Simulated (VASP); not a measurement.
# HfC (F-43m) in VASP: further runs, part 2 of 2

VASP 6.6.1.

### 3 Single point, r2SCAN (volume scaled by 1.040)

Input file POSCAR:

```
HfC
1.0
    0.0000000000      2.5457187480      2.5457187480
    2.5457187480      0.0000000000      2.5457187480
    2.5457187480      2.5457187480      0.0000000000
Hf C
1 1
Direct
    0.0000000000      0.0000000000      0.0000000000
    0.2500000000      0.2500000000      0.2500000000
```

Input file INCAR.step1:

```
PREC = Accurate
ENCUT = 520
ISMEAR = 0
SIGMA = 0.05
LREAL = F
LASPH = T
NELM = 60
NBANDS = 14
GGA = PE
ALGO = Normal
EDIFF = 1E-4
LWAVE = T
LCHARG = F
```

Input file INCAR.step2:

```
PREC = Accurate
ENCUT = 520
EDIFF = 1E-7
ISMEAR = 0
SIGMA = 0.05
LREAL = F
LASPH = T
NELM = 60
ALGO = Normal
ISIF = 2
LWAVE = F
LCHARG = T
METAGGA = R2SCAN
LMIXTAU = T
LELF = T
LVHAR = T
NBANDS = 14
ISTART = 1
```

Input file KPOINTS:

```
regular mesh
0
Gamma
  12 12 12
```

Potentials or basis: VASP PAW PBE potentials, release 64 (Hf_pv, C).

Launch:

```bash
cat potpaw_PBE.64/Hf_pv/POTCAR potpaw_PBE.64/C/POTCAR > POTCAR
cp INCAR.step1 INCAR
mpirun -np 1 vasp_std > vasp.out
cp INCAR.step2 INCAR
mpirun -np 1 vasp_std > vasp.out
```

OUTCAR:

```text
PREC = Accurate
   ENCUT = 520
   EDIFF = 1E-7
   ISMEAR = 0
   LREAL = F
   LASPH = T
   NELM = 60
   ISIF = 2
   METAGGA = R2SCAN
   ISTART = 1

 ion  position               nearest neighbor table
   1  0.000  0.000  0.000-   2 2.20   2 2.20   2 2.20   2 2.20
   2  0.250  0.250  0.250-   1 2.20   1 2.20   1 2.20   1 2.20

  LATTYP: Found a face centered cubic cell.
 ALAT       =     5.0914374960

  Lattice vectors:

 A1 = (   0.0000000000,   2.5457187480,   2.5457187480)
 A2 = (   2.5457187480,   0.0000000000,   2.5457187480)
 A3 = (   2.5457187480,   2.5457187480,   0.0000000000)

Analysis of symmetry for initial positions (statically):
=====================================================================
 Subroutine PRICEL returns:
 Original cell was already a primitive cell.

 Routine SETGRP: Setting up the symmetry group for a
 face centered cubic supercell.

 Subroutine GETGRP returns: Found 24 space group operations
 (whereof 24 operations were pure point group operations)
 out of a pool of 48 trial point group operations.

The static configuration has the point symmetry T_d .

Analysis of symmetry for dynamics (positions and initial velocities):
=====================================================================
 Subroutine PRICEL returns:
 Original cell was already a primitive cell.

 Routine SETGRP: Setting up the symmetry group for a
 face centered cubic supercell.

 Subroutine GETGRP returns: Found 24 space group operations
 (whereof 24 operations were pure point group operations)
 out of a pool of 48 trial point group operations.

The dynamic configuration has the point symmetry T_d .

 Subroutine INISYM returns: Found 24 space group operations
 (whereof 24 operations are pure point group operations),
 and found     1 'primitive' translations

----------------------------------------------------------------------------------------

                                     Primitive cell
[... 119 lines left out ...]
   IVDW    =     0    specifies the selected vdW correction
   LEPSILON=     F    determine dielectric tensor
   LRPA    =     F    only Hartree local field effects (RPA)
 non-spin polarized calculation
 Gauss-broadening in eV      SIGMA  =   0.05
  energy-cutoff  :      520.00
  volume of cell :       33.00
 maximum number of plane-waves:       911
   NGX = 13   NGY = 13   NGZ = 13

 number of electron      14.0000002 magnetization

 Free energy of the ion-electron system (eV)
  ---------------------------------------------------
  ext. energy  EPLUGINS =         0.00000000
  ---------------------------------------------------
  free energy    TOTEN  =       -56.03076359 eV

  energy without entropy =      -56.03076359  energy(sigma->0) =      -56.03076359

 E-fermi :   3.5944     XC(G=0): -11.2952

 val. band max:        3.2703834213   @ k =  -0.2500   0.5000   0.2500
 cond. band min:       3.9107023674   @ k =  -0.2500   0.5000   0.2500
 fundamental gap:      0.6403189461
 Fermi energy:         3.5944465557

 k-point     1 :       0.0000    0.0000    0.0000
  band No.  band energies     occupation
      1     -27.4932      2.00000
      2     -27.4931      2.00000
      3     -27.4931      2.00000
      4      -7.7719      2.00000
      5       1.0748      2.00000
      6       1.0748      2.00000
      7       1.0748      2.00000
      8       6.9451      0.00000
      9       7.1987      0.00000
     10       7.1987      0.00000
     11      12.8215      0.00000
     12      12.8215      0.00000
     13      12.8215      0.00000
     14      15.9530      0.00000
[... 377 lines left out ...]
      1     -27.7620      2.00000
      2     -27.5880      2.00000
      3     -27.5470      2.00000
      4      -6.0264      2.00000
      5       0.5346      2.00000
      6       1.3532      2.00000
      7       1.9993      2.00000
      8       6.2954      0.00000
      9       7.3710      0.00000
     10       8.1203      0.00000
     11      11.0382      0.00000
     12      11.2382      0.00000
     13      11.9257      0.00000
     14      15.9344      0.00000

 [... further k-points ...]

------------------------ aborting loop because EDIFF is reached ----------------------------------------

  FORCE on cell =-STRESS in cart. coord.  units (eV):
  Direction    XX          YY          ZZ          XY          YZ          ZX
  --------------------------------------------------------------------------------------
  -------------------------------------------------------------------------------------
  Total       -1.3398416     -1.3398416     -1.3398416      0.0000000     -0.0000000     -0.0000000
  in kB      -65.0583118    -65.0583118    -65.0583118      0.0000000     -0.0000000     -0.0000000
  external PRESSURE =     -65.0583118 kB  Pullay stress =       0.0000000 kB

 VOLUME and BASIS-vectors are now :
 -----------------------------------------------------------------------------
  energy-cutoff  :      520.00
  volume of cell :       33.00
      direct lattice vectors                 reciprocal lattice vectors
     0.000000000  2.545718748  2.545718748    -0.196408185  0.196408185  0.196408185
     2.545718748  0.000000000  2.545718748     0.196408185 -0.196408185  0.196408185
     2.545718748  2.545718748  0.000000000     0.196408185  0.196408185 -0.196408185

 POSITION                                       TOTAL-FORCE (eV/Angst)
 -----------------------------------------------------------------------------------
      0.00000      0.00000      0.00000        -0.000000     -0.000000     -0.000000
      1.27286      1.27286      1.27286         0.000000      0.000000      0.000000
 -----------------------------------------------------------------------------------
    total drift:                                0.000000      0.000000      0.000000

  FREE ENERGIE OF THE ION-ELECTRON SYSTEM (eV)
  ---------------------------------------------------
  free  energy   TOTEN  =       -56.0307635862 eV

  energy  without entropy=      -56.0307635862  energy(sigma->0) =      -56.03076359
```

OUTCAR.step1:

```text
PREC = Accurate
   ENCUT = 520
   ISMEAR = 0
   LREAL = F
   LASPH = T
[... 628 lines left out ...]
 -----------------------------------------------------------------------------------
      0.00000      0.00000      0.00000        -0.000000      0.000000     -0.000000
      1.27286      1.27286      1.27286         0.000000     -0.000000      0.000000
 -----------------------------------------------------------------------------------
    total drift:                                0.000000      0.000000      0.000000

  FREE ENERGIE OF THE ION-ELECTRON SYSTEM (eV)
  ---------------------------------------------------
  free  energy   TOTEN  =       -19.7426151584 eV

  energy  without entropy=      -19.7426151558  energy(sigma->0) =      -19.74261516
```

Run time: 2.1 min. Hardware: 1 thread of Intel Xeon Platinum 8259CL at 2.50GHz (Skylake/Cascade Lake), shared host; peak memory 0.19 GiB.

What came out:

```
Free energy            : -56.0308 eV
Pressure               : -6.5 GPa
Band gap on the k mesh : 0.64 eV, direct
```

Levels at points of the mesh, in eV from the valence-band top:
| k point | band 3 | band 4 | band 5 | band 6 | band 7 | band 8 | band 9 | band 10 | band 11 | band 12 |
| --- | --- | --- | --- | --- | --- | --- | --- | --- | --- | --- |
| (0.00, 0.00, 0.00) | -30.76 | -11.04 | -2.20 | -2.20 | -2.20 | 3.67 | 3.93 | 3.93 | 9.55 | 9.55 |
| (0.50, 0.00, 0.00) | -30.81 | -9.48 | -2.93 | -1.58 | -1.58 | 4.26 | 4.68 | 4.68 | 7.19 | 7.35 |
| (0.50, 0.50, 0.00) | -30.87 | -8.91 | -3.98 | -0.05 | -0.05 | 0.81 | 4.79 | 5.60 | 6.05 | 6.05 |

Caveat: the PAW data sets were made with another functional, which shifts forces and pressure a little; spin-orbit coupling is left out, which moves the levels of the heavy elements.

### 4 Single point, r2SCAN (volume scaled by 1.070)

Input file POSCAR:

```
HfC
1.0
    0.0000000000      2.5699651477      2.5699651477
    2.5699651477      0.0000000000      2.5699651477
    2.5699651477      2.5699651477      0.0000000000
Hf C
1 1
Direct
    0.0000000000      0.0000000000      0.0000000000
    0.2500000000      0.2500000000      0.2500000000
```

Changes to INCAR.step1 since step 3:

```diff
@@ -6,3 +6,3 @@
 LASPH = T
-NELM = 60
+NELM = 80
 NBANDS = 14
```

Changes to INCAR.step2 since step 3:

```diff
@@ -2,3 +2,3 @@
 ENCUT = 520
-EDIFF = 1E-7
+EDIFF = 1E-6
 ISMEAR = 0
@@ -7,3 +7,3 @@
 LASPH = T
-NELM = 60
+NELM = 80
 ALGO = Normal
```

KPOINTS is that of step 3.

Potentials or basis: VASP PAW PBE potentials, release 64 (Hf_pv, C).

Launch:

```bash
cat potpaw_PBE.64/Hf_pv/POTCAR potpaw_PBE.64/C/POTCAR > POTCAR
cp INCAR.step1 INCAR
mpirun -np 1 vasp_std > vasp.out
cp INCAR.step2 INCAR
mpirun -np 1 vasp_std > vasp.out
```

OUTCAR:

```text
PREC = Accurate
   ENCUT = 520
   EDIFF = 1E-6
   ISMEAR = 0
   LREAL = F
   LASPH = T
   NELM = 80
   ISIF = 2
   METAGGA = R2SCAN
   ISTART = 1

 ion  position               nearest neighbor table
   1  0.000  0.000  0.000-   2 2.23   2 2.23   2 2.23   2 2.23
   2  0.250  0.250  0.250-   1 2.23   1 2.23   1 2.23   1 2.23

  LATTYP: Found a face centered cubic cell.
 ALAT       =     5.1399302954

  Lattice vectors:

[... 591 lines left out ...]
     14      15.4666      0.00000

 [... further k-points ...]

------------------------ aborting loop because EDIFF is reached ----------------------------------------

  FORCE on cell =-STRESS in cart. coord.  units (eV):
  Direction    XX          YY          ZZ          XY          YZ          ZX
  --------------------------------------------------------------------------------------
  -------------------------------------------------------------------------------------
  Total       -2.1923254     -2.1923254     -2.1923254     -0.0000000      0.0000000      0.0000000
  in kB     -103.4674860   -103.4674860   -103.4674860     -0.0000000      0.0000000      0.0000000
  external PRESSURE =    -103.4674860 kB  Pullay stress =       0.0000000 kB

 VOLUME and BASIS-vectors are now :
 -----------------------------------------------------------------------------
  energy-cutoff  :      520.00
  volume of cell :       33.95
      direct lattice vectors                 reciprocal lattice vectors
     0.000000000  2.569965148  2.569965148    -0.194555168  0.194555168  0.194555168
     2.569965148  0.000000000  2.569965148     0.194555168 -0.194555168  0.194555168
     2.569965148  2.569965148  0.000000000     0.194555168  0.194555168 -0.194555168

 POSITION                                       TOTAL-FORCE (eV/Angst)
 -----------------------------------------------------------------------------------
      0.00000      0.00000      0.00000        -0.000000     -0.000000     -0.000000
      1.28498      1.28498      1.28498         0.000000      0.000000      0.000000
 -----------------------------------------------------------------------------------
    total drift:                               -0.000000     -0.000000     -0.000000

  FREE ENERGIE OF THE ION-ELECTRON SYSTEM (eV)
  ---------------------------------------------------
  free  energy   TOTEN  =       -55.9805448508 eV

  energy  without entropy=      -55.9805448508  energy(sigma->0) =      -55.98054485
```

It took 98 s on 1 thread of Intel Xeon Platinum 8259CL at 2.50GHz (Skylake/Cascade Lake), shared host; peak memory 0.18 GiB.

Results:

```yaml
Free_energy: -55.9805 eV
Pressure: -10.3 GPa
Band_gap_on_the_k_mesh: 0.69 eV, direct
```

Caveat: the PAW data sets were made with another functional, which shifts forces and pressure a little; spin-orbit coupling is left out, which moves the levels of the heavy elements. A k mesh can miss the band edges.

### 5 Overview

| cell | gap on the mesh (eV) | pressure (GPa) |
| --- | --- | --- |
| a = 3.577 Å, angles 60.0°, 2 atoms | 0.61 | -3.6 |
| a = 3.600 Å, angles 60.0°, 2 atoms | 0.64 | -6.5 |
| a = 3.634 Å, angles 60.0°, 2 atoms | 0.69 | -10.3 |

Alike in all rows: task single point; level r2SCAN; potentials or basis VASP PAW PBE potentials, release 64 (Hf_pv, C); no spin polarisation; k mesh 12 × 12 × 12; cutoff (eV) 520; smearing gaussian 0.05 eV.

Caveats: the PAW data sets were made with another functional, which shifts forces and pressure a little; spin-orbit coupling is left out, which moves the levels of the heavy elements.

Total energies depend on the potentials used, so only differences within one code and one set of settings carry meaning.
